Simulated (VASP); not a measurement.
Runs of VASP 6.6.1 on TaN. The structure is that of space group P6_3/mmc (No. 194), or close to it. The cells are those of the table. 

| level | potentials or basis | U | cell | k mesh | cutoff (eV) | gap on the mesh (eV) | pressure (GPa) |
| --- | --- | --- | --- | --- | --- | --- | --- |
| PBE+U | VASP PAW PBE potentials, release 64 (Ta_pv, N) | Ta d U = 8.0 eV | a = 2.903, b = 2.903, c = 6.033 Å, angles 90.0, 90.0, 120.0°, 4 atoms | 24 × 24 × 10 | 520 | none | 22.9 |
| PBE+U | VASP PAW PBE potentials, release 64 (Ta_pv, N) | Ta d U = 8.0 eV | a = 2.936, b = 2.936, c = 6.033 Å, angles 90.0, 90.0, 120.0°, 4 atoms | 24 × 24 × 10 | 520 | none | 14.8 |
| PBE | VASP PAW PBE potentials, release 64 (Ta_sv_GW, N) | - | a = 3.018, b = 3.018, c = 6.078 Å, angles 90.0, 90.0, 120.0°, 4 atoms | 18 × 18 × 8 | 700 | none | -25.4 |
| PBE | VASP PAW PBE potentials, release 64 (Ta_sv_GW, N) | - | a = 2.948, b = 2.948, c = 5.965 Å, angles 90.0, 90.0, 120.0°, 4 atoms | 18 × 18 × 8 | 700 | none | (a) |

Alike in all rows: no spin polarisation.

Fill in the values left out.

(a) -9.2.

Caveats: spin-orbit coupling is left out, which moves the levels of the heavy elements; U without spin polarisation on a metal has little footing (at least some runs); the cell stands under tension (at least some runs); the stress differs along the axes, from 16 to 26 GPa (at least some runs); the cell stands under pressure (at least some runs).

A k mesh can miss the band edges, and the runs leave out spin-orbit coupling on Ta.

A gap of «none» marks levels without a gap at the run's occupations.

The runs don't all hold the same shells in valence.
